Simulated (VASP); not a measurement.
# BP (v.b) (F-43m) in VASP: single point with PBE

Aim: the single point of BP (v.b) with PBE.

All numbers are computed with VASP 6.6.1; they aren't measurements. Logs are shortened: lines on timing, memory, paths and dates and some standing lists are left out, and cuts for length are marked.

### Step 1. The cell of the first run

The structure is cubic, space group F-43m (No. 216). Conventional cell: a = 4.548 Å, b = 4.548 Å, c = 4.548 Å, α = 90.00°, β = 90.00°, γ = 90.00°. Within 2.6 Å of B (site symmetry -43m) lie 4 P at 1.97 Å. P (site symmetry -43m) has 4 B at 1.97 Å within 2.6 Å.

### Step 2. Single point, PBE

The input, INCAR:

```
SYSTEM = BP
PREC = Accurate ; ENCUT = 500
EDIFF = 1E-6 ; ISMEAR = 0
SIGMA = 0.02 ; LREAL = .False.
LASPH = .True. ; NELM = 120
ALGO = Normal ; ISIF = 2
LWAVE = .False. ; LCHARG = .False.
GGA = PE ; NBANDS = 11
GGA_COMPAT = .False.
```

The input, KPOINTS:

```
Automatic mesh
0
Gamma
  10 10 10
  0 0 0
```

The input, POSCAR:

```
BP
1.0
    0.0000000000      2.2740784690      2.2740784690
    2.2740784690      0.0000000000      2.2740784690
    2.2740784690      2.2740784690      0.0000000000
B P
1 1
Direct
    0.0000000000      0.0000000000      0.0000000000
    0.2500000000      0.2500000000      0.2500000000
```

Potentials or basis: VASP PAW PBE potentials, release 64 (B, P).

Run with:

```sh
> cat potpaw_PBE.64/B/POTCAR potpaw_PBE.64/P/POTCAR > POTCAR
> mpirun -np 1 vasp_std > vasp.out
```

OUTCAR:

```text
SYSTEM = BP
   PREC = Accurate
   ENCUT = 500
   EDIFF = 1E-6
   ISMEAR = 0
   LREAL = .False.
   LASPH = .True.
   NELM = 120
   ISIF = 2
   GGA = PE

 ion  position               nearest neighbor table
   1  0.000  0.000  0.000-   2 1.97   2 1.97   2 1.97   2 1.97
   2  0.250  0.250  0.250-   1 1.97   1 1.97   1 1.97   1 1.97

  LATTYP: Found a face centered cubic cell.
 ALAT       =     4.5481569380

  Lattice vectors:

 A1 = (   0.0000000000,   2.2740784690,   2.2740784690)
 A2 = (   2.2740784690,   0.0000000000,   2.2740784690)
 A3 = (   2.2740784690,   2.2740784690,   0.0000000000)

Analysis of symmetry for initial positions (statically):
=====================================================================
 Subroutine PRICEL returns:
 Original cell was already a primitive cell.

 Routine SETGRP: Setting up the symmetry group for a
 face centered cubic supercell.

 Subroutine GETGRP returns: Found 24 space group operations
 (whereof 24 operations were pure point group operations)
 out of a pool of 48 trial point group operations.

The static configuration has the point symmetry T_d .

Analysis of symmetry for dynamics (positions and initial velocities):
=====================================================================
 Subroutine PRICEL returns:
 Original cell was already a primitive cell.

 Routine SETGRP: Setting up the symmetry group for a
 face centered cubic supercell.

 Subroutine GETGRP returns: Found 24 space group operations
 (whereof 24 operations were pure point group operations)
 out of a pool of 48 trial point group operations.

The dynamic configuration has the point symmetry T_d .

 Subroutine INISYM returns: Found 24 space group operations
 (whereof 24 operations are pure point group operations),
 and found     1 'primitive' translations

----------------------------------------------------------------------------------------

                                     Primitive cell

  volume of cell :      23.5205

  direct lattice vectors                    reciprocal lattice vectors
     0.000000000  2.274078469  2.274078469    -0.219869282  0.219869282  0.219869282
     2.274078469  0.000000000  2.274078469     0.219869282 -0.219869282  0.219869282
     2.274078469  2.274078469  0.000000000     0.219869282  0.219869282 -0.219869282

  length of vectors
     3.216032613  3.216032613  3.216032613     0.380824767  0.380824767  0.380824767

  position of ions in fractional coordinates (direct lattice)
     0.000000000  0.000000000  0.000000000
     0.250000000  0.250000000  0.250000000

  ion indices of the primitive-cell ions
   primitive index   ion index
                 1           1
                 2           2

----------------------------------------------------------------------------------------

 KPOINTS: Automatic mesh

Automatic generation of k-mesh.
 Grid dimensions read from file:
 generate k-points for:   10   10   10

 Generating k-lattice:

  Cartesian coordinates                     Fractional coordinates (reciprocal lattice)
    -0.021986928  0.021986928  0.021986928     0.100000000  0.000000000  0.000000000
     0.021986928 -0.021986928  0.021986928     0.000000000  0.100000000  0.000000000
     0.021986928  0.021986928 -0.021986928     0.000000000  0.000000000  0.100000000

  Length of vectors
     0.038082477  0.038082477  0.038082477

  Shift w.r.t. Gamma in fractional coordinates (k-lattice)
     0.000000000  0.000000000  0.000000000

 Subroutine IBZKPT returns following result:
 ===========================================

 Found     47 irreducible k-points:

 Following reciprocal coordinates:
            Coordinates               Weight
  0.000000  0.000000  0.000000      1.000000
  0.100000  0.000000  0.000000      8.000000
  0.200000  0.000000  0.000000      8.000000
  0.300000  0.000000  0.000000      8.000000
  0.400000  0.000000  0.000000      8.000000
  0.500000  0.000000  0.000000      4.000000
[... 16 lines left out ...]
  0.300000  0.300000  0.000000      6.000000
  0.400000  0.300000  0.000000     24.000000
 [... further k-points ...]
   k-points           NKPTS =     47   k-points in BZ     NKDIM =     47   number of bands    NBANDS=     11
   number of dos      NEDOS =    301   number of ions     NIONS =      2
   total plane-waves  NPLWV =  13824
   dimension x,y,z NGX =    24 NGY =   24 NGZ =   24
   dimension x,y,z NGXF=    48 NGYF=   48 NGZF=   48
   ions per type =               1   1
   NGX,Y,Z   is equivalent  to a cutoff of  12.41, 12.41, 12.41 a.u.
   NGXF,Y,Z  is equivalent  to a cutoff of  24.81, 24.81, 24.81 a.u.
 SYSTEM =  BP
   PREC   = accura    normal or accurate (medium, high low for compatibility)
   ISTART =      0    job   : 0-new  1-cont  2-samecut
   ICHARG =      2    charge: 1-file 2-atom 10-const
   ISPIN  =      1    spin polarized calculation?
   LNONCOLLINEAR =      F non collinear calculations
   LSORBIT =      F    spin-orbit coupling
   LASPH  =      T    aspherical Exc in radial PAW
   ENCUT  =  500.0 eV  36.75 Ry    6.06 a.u.   5.86  5.86  5.86*2*pi/ulx,y,z
   NELM   =    120;   NELMIN=  2; NELMDL= -5     # of ELM steps
   EDIFF  = 0.1E-05   stopping-criterion for ELM
   LREAL  =      F    real-space projection
   EDIFFG = 0.1E-04   stopping-criterion for IOM
   NSW    =      0    number of steps for IOM
   IBRION =     -1    ionic relax: 0-MD 1-quasi-New 2-CG
   NFREE  =      0    steps in history (QN), initial steepest desc. (CG)
   ISIF   =      2    stress and relaxation
   ISYM   =      2    0-nonsym 1-usesym 2-fastsym
   POTIM  = 0.5000    time-step for ionic-motion
   TEBEG  =    0.0;   TEEND  =   0.0 temperature during run
   PSTRESS=    0.0 pullay stress
   NELECT =       8.0000    total number of electrons
   NUPDOWN=      -1.0000    fix difference up-down
   EMIN   =  10.00;   EMAX   =-10.00  energy-range for DOS
   EFERMI =   0.00;   METHOD = LEGACY
   ISMEAR =     0;   SIGMA  =   0.02  broadening in eV -4-tet -1-fermi 0-gaus
   EFERMI_NEDOS =   21; number of points for ismear=-14 and -15
   IALGO  =     38    algorithm
   IMIX   =      4    mixing-type and parameters
     AMIX     =   0.40;   BMIX     =  1.00
     AMIX_MAG =   1.60;   BMIX_MAG =  1.00
  volume/ion in A,a.u.               =      11.76        79.36
  Fermi-wavevector in a.u.,A,eV,Ry     =   1.142763  2.159508 17.767937  1.305907
  Thomas-Fermi vector in A             =   2.279460
   LORBIT       =      0    0 simple, 1 ext, 2 COOP (PROOUT), +10 PAW based schemes
   GGA     = PE    functional components
   LHFCALC =     F    Hartree Fock is set to
   AEXX    =    0.0000 exact exchange contribution
   IVDW    =     0    specifies the selected vdW correction
   LEPSILON=     F    determine dielectric tensor
   LRPA    =     F    only Hartree local field effects (RPA)
 non-spin polarized calculation
 Gauss-broadening in eV      SIGMA  =   0.02
  energy-cutoff  :      500.00
  volume of cell :       23.52
 maximum number of plane-waves:       610
   NGX = 11   NGY = 11   NGZ = 11

 number of electron       8.0000000 magnetization

 Free energy of the ion-electron system (eV)
  ---------------------------------------------------
  ext. energy  EPLUGINS =         0.00000000
  ---------------------------------------------------
  free energy    TOTEN  =       -12.93057768 eV

  energy without entropy =      -12.93057768  energy(sigma->0) =      -12.93057768

 E-fermi :   7.4774     XC(G=0): -10.8784

 val. band max:        7.3537689008   @ k =   0.0000   0.0000   0.0000
 cond. band min:       8.6021455696   @ k =   0.4000   0.4000   0.0000
 fundamental gap:      1.2483766688
 Fermi energy:         7.4773581375

 k-point     1 :       0.0000    0.0000    0.0000
  band No.  band energies     occupation
      1      -8.0469      2.00000
      2       7.3538      2.00000
      3       7.3538      2.00000
      4       7.3538      2.00000
      5      10.7447      0.00000
      6      10.7447      0.00000
      7      10.7447      0.00000
      8      14.6262      0.00000
      9      18.8215      0.00000
     10      19.4634      0.00000
     11      19.4634      0.00000

 k-point     2 :       0.1000    0.0000    0.0000
  band No.  band energies     occupation
      1      -7.8677      2.00000
      2       6.0567      2.00000
      3       7.0608      2.00000
      4       7.0608      2.00000
      5      11.1505      0.00000
      6      11.1505      0.00000
      7      11.1747      0.00000
      8      15.1543      0.00000
      9      18.7838      0.00000
     10      18.7838      0.00000
     11      19.3866      0.00000

 k-point     3 :       0.2000    0.0000    0.0000
  band No.  band energies     occupation
      1      -7.3372      2.00000
      2       3.7249      2.00000
      3       6.5046      2.00000
      4       6.5046      2.00000
      5      11.3604      0.00000
      6      11.8677      0.00000
      7      11.8677      0.00000
      8      16.3467      0.00000
      9      18.1855      0.00000
     10      18.1855      0.00000
     11      20.2443      0.00000

 k-point     4 :       0.3000    0.0000    0.0000
  band No.  band energies     occupation
      1      -6.4854      2.00000
      2       1.3771      2.00000
      3       6.0176      2.00000
      4       6.0176      2.00000
      5      11.2596      0.00000
      6      12.2002      0.00000
      7      12.2002      0.00000
      8      17.2851      0.00000
      9      18.7549      0.00000
     10      18.7549      0.00000
     11      20.4970      0.00000
[... 239 lines left out ...]
 k-point    22 :      -0.2000    0.2000    0.0000
  band No.  band energies     occupation
      1      -6.1956      2.00000
      2       2.1208      2.00000
      3       3.2081      2.00000
      4       6.1159      2.00000
      5      11.8118      0.00000
      6      12.6527      0.00000
      7      13.7119      0.00000
      8      15.6462      0.00000
      9      16.8510      0.00000
     10      20.9213      0.00000
     11      23.0707      0.00000

 k-point    23 :       0.3000    0.3000    0.0000
  band No.  band energies     occupation
      1      -5.9445      2.00000
      2       2.5281      2.00000
      3       4.1528      2.00000
      4       4.1528      2.00000
      5       8.8832      0.00000
      6      11.2669      0.00000
      7      16.1771      0.00000
      8      16.1771      0.00000
      9      20.3260      0.00000
     10      21.7085      0.00000
     11      23.8091      0.00000

 k-point    24 :       0.4000    0.3000    0.0000
  band No.  band energies     occupation
      1      -5.1250      2.00000
      2       1.2082      2.00000
      3       3.3304      2.00000
      4       3.8596      2.00000
      5       9.1706      0.00000
      6      10.9788      0.00000
      7      16.7840      0.00000
      8      16.7992      0.00000
      9      21.2763      0.00000
     10      22.5778      0.00000
     11      24.3167      0.00000

 [... further k-points ...]
[... 5 lines left out ...]
  --------------------------------------------------------------------------------------
  -------------------------------------------------------------------------------------
  Total       -0.0289599     -0.0289599     -0.0289599     -0.0000000      0.0000000      0.0000000
  in kB       -1.9726995     -1.9726995     -1.9726995     -0.0000000      0.0000000      0.0000000
  external PRESSURE =      -1.9726995 kB  Pullay stress =       0.0000000 kB

 VOLUME and BASIS-vectors are now :
 -----------------------------------------------------------------------------
  energy-cutoff  :      500.00
  volume of cell :       23.52
      direct lattice vectors                 reciprocal lattice vectors
     0.000000000  2.274078469  2.274078469    -0.219869282  0.219869282  0.219869282
     2.274078469  0.000000000  2.274078469     0.219869282 -0.219869282  0.219869282
     2.274078469  2.274078469  0.000000000     0.219869282  0.219869282 -0.219869282

 POSITION                                       TOTAL-FORCE (eV/Angst)
 -----------------------------------------------------------------------------------
      0.00000      0.00000      0.00000         0.000000      0.000000      0.000000
      1.13704      1.13704      1.13704        -0.000000     -0.000000     -0.000000
 -----------------------------------------------------------------------------------
    total drift:                                0.000000      0.000000      0.000000

  FREE ENERGIE OF THE ION-ELECTRON SYSTEM (eV)
  ---------------------------------------------------
  free  energy   TOTEN  =       -12.9305776819 eV

  energy  without entropy=      -12.9305776819  energy(sigma->0) =      -12.93057768
```

It took 9.3 s on 1 thread of Intel Xeon 8259CL, shared host; peak memory 0.14 GiB.

What came out:

```yaml
Free_energy: -12.9306 eV
Pressure: -0.2 GPa
Band_gap_on_the_k_mesh: 1.25 eV, indirect (least direct gap 3.39 eV)
```

Levels at points of the mesh, in eV from the valence-band top:
| k point | band 1 | band 2 | band 3 | band 4 | band 5 | band 6 | band 7 | band 8 | band 9 |
| --- | --- | --- | --- | --- | --- | --- | --- | --- | --- |
| (0.00, 0.00, 0.00) | -15.40 | 0.00 | 0.00 | 0.00 | 3.39 | 3.39 | 3.39 | 7.27 | 11.47 |
| (0.50, 0.00, 0.00) | -12.10 | -8.99 | -1.75 | -1.75 | 3.74 | 4.71 | 4.71 | 10.10 | 14.58 |
| (0.50, 0.50, 0.00) | -10.58 | -8.55 | -4.09 | -4.09 | 1.35 | 1.67 | 12.06 | 12.06 | 15.15 |

A k mesh can miss the band edges.
